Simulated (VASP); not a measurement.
Crystal: Cu.

```
CELL_PARAMETERS angstrom
2.55619 0.00000 0.00000
1.27810 2.21373 0.00000
1.27810 0.73791 2.08712
ATOMIC_POSITIONS crystal
Cu 0.00000 0.00000 0.00000
```

Program: VASP 6.6.1. Alike in all runs: task single point; potentials or basis VASP PAW PBE potentials, release 64 (Cu); no spin polarisation; cell as given; k mesh 13 × 13 × 13; cutoff (eV) 520; smearing fermi-dirac 0.15 eV.

Q: Order these runs on this cell by their pressure, lowest first.
A. level PBEsol
B. level BLYP
C. level revPBE
D. level PBE

A: A (-5.8 GPa), D (2.3 GPa), C (5.9 GPa), B (10.6 GPa).

Caveats: the PAW data sets were made with another functional, which shifts forces and pressure a little (some runs).
